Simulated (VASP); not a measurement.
Write the native input for VASP 6.6.1 that does the following.

```
Task                   : single point
Functional             : PBE
Potentials or basis    : VASP PAW PBE potentials, release 64 (O, Ni)
Cutoff                 : 520 eV
k mesh                 : 10 × 10 × 10
Occupations            : fermi-dirac, width 0.03 eV
Spin                   : collinear spin, ferromagnetic start
Starting moments       : [0.0, 3.31] μB
Fixed moment           : 3.31 μB
Dipole correction      : no
Further INCAR settings : ALGO = Normal; EDIFF = 1e-06; NBANDS = 19
```

The structure of NiO lies in POSCAR:

```
NiO
1.0
    0.0000000000      2.0893000000      2.0893000000
    2.0893000000      0.0000000000      2.0893000000
    2.0893000000      2.0893000000      0.0000000000
O Ni
1 1
Direct
    0.5000000000      0.5000000000      0.5000000000
    0.0000000000      0.0000000000      0.0000000000
```

One way to write it, as run:

INCAR

```
SYSTEM = NiO
ALGO = Normal
EDIFF = 1E-6
ENCUT = 520
GGA = PE
ISIF = 2
ISMEAR = -1
ISPIN = 2
LASPH = .True.
LCHARG = .True.
LELF = .True.
LMAXMIX = 4
LORBIT = 11
LREAL = .False.
LVHAR = .True.
LWAVE = .False.
MAGMOM = 0 3.31
NBANDS = 19
NELM = 150
NUPDOWN = 3.31
PREC = Accurate
SIGMA = 0.03
```

KPOINTS

```
k-points
0
Gamma
  10 10 10
  0 0 0
```

Potentials or basis: VASP PAW PBE potentials, release 64 (O, Ni).

The run is started by

```sh
$ cat potpaw_PBE.64/O/POTCAR potpaw_PBE.64/Ni/POTCAR > POTCAR
$ mpirun -np 1 vasp_std > vasp.out
```

It gave:

The pressure is 43.8 GPa, the net moment is 3.31 μB per cell and the site moments are O +0.82; Ni +2.17 μB. The valence electrons inside the program's atomic spheres are O 4.94; Ni 8.90.

Caveat: the total moment is fixed, so each spin has its own Fermi level; a cell with one magnetic atom can't hold antiferromagnetic order, which such compounds often take.

It took 2.2 min on 1 thread of AMD EPYC 7R13, with other jobs on the host, peak memory 0.13 GiB.
